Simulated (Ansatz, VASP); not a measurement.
Two plane-wave programs on B

```xyz
1
Lattice="1.7532 0.0000 0.0000 -0.8766 1.5183 0.0000 0.0000 0.0000 3.8528" Properties=species:S:1:pos:R:3 pbc="T T T"
B     0.0000    0.0000    0.0000
```

Alike in both runs: task single point; functional PBEsol; k mesh 27 × 27 × 12; occupations gaussian, width 0.1 eV; no spin polarisation.

```csv
,VASP,Ansatz
version,VASP 6.6.1,Ansatz 0.2.0
potentials or method,"VASP PAW PBE potentials, release 64 (B), cutoff 520 eV","scalar-relativistic, plane waves, PAW"
valence electrons in the cell,3,3
```

```tsv
	VASP	Ansatz	Ansatz less VASP
gap on the k mesh at the Fermi level (eV)	none	none	-
pressure (GPa)	-12.4	-12.6	-0.12
traceless stress, the component that is largest in VASP (GPa)	11.21	11.42	+0.215
```

VASP's potentials were made for PBE, not for PBEsol. A gap of «none» marks a metal or a gap that the smearing closes.
